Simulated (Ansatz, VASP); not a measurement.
# Two plane-wave programs on Ca3Lu

File INCAR:

```
ALGO = Normal
EDIFF = 1E-6
ENCUT = 520
GGA = PE
ISIF = 2
ISMEAR = -1
LASPH = True
LCHARG = False
LREAL = False
LWAVE = False
NBANDS = 36
NELM = 80
PREC = Accurate
SIGMA = 0.05
```

KPOINTS

```
k-points
0
Gamma
  5 5 5
```

POSCAR

```
Ca3Lu
1.0
    5.4669345409      0.0000000000      0.0000000000
    0.0000000000      5.4669345409      0.0000000000
    0.0000000000      0.0000000000      5.4669345409
Ca Lu
3 1
Direct
    0.5000000000      0.0000000000      0.0000000000
    0.0000000000      0.5000000000      0.0000000000
    0.0000000000      0.0000000000      0.5000000000
    0.5000000000      0.5000000000      0.5000000000
```

Input for Ansatz:

```yaml
crystal:
  lattice:
    - [5.466934540942878, 0.0, 0.0]
    - [0.0, 5.466934540942878, 0.0]
    - [0.0, 0.0, 5.466934540942878]
  atoms:
    - { symbol: Ca, position: [0.5, 0.0, 0.0] }
    - { symbol: Ca, position: [0.0, 0.5, 0.0] }
    - { symbol: Ca, position: [0.0, 0.0, 0.5] }
    - { symbol: Lu, position: [0.5, 0.5, 0.5] }
basis:
  ecutwfc: 421.77648681281397
kpoints:
  mp_grid:
    grid: [5, 5, 5]
hamiltonian:
  xc: pbe
  pseudopotentials:
    kind: paw
scf:
  occupations:
    method: fermi_dirac
    width: 0.05
output:
  stress: true
```

Alike in both runs: task single point; functional PBE; k mesh 5 × 5 × 5; occupations fermi-dirac, width 0.05 eV; no spin polarisation.

|  | VASP | Ansatz |
| --- | --- | --- |
| version | VASP 6.6.1 | Ansatz 0.2.0 |
| potentials or method | VASP PAW PBE potentials, release 64 (Ca_sv, Lu), cutoff 520 eV | plane waves, PAW |
| valence electrons in the cell | 55 | 55 |

```csv
,VASP,Ansatz,Ansatz less VASP
pressure (GPa),-1.2,-1.2,-0.02
```

Spin-orbit coupling is off throughout.
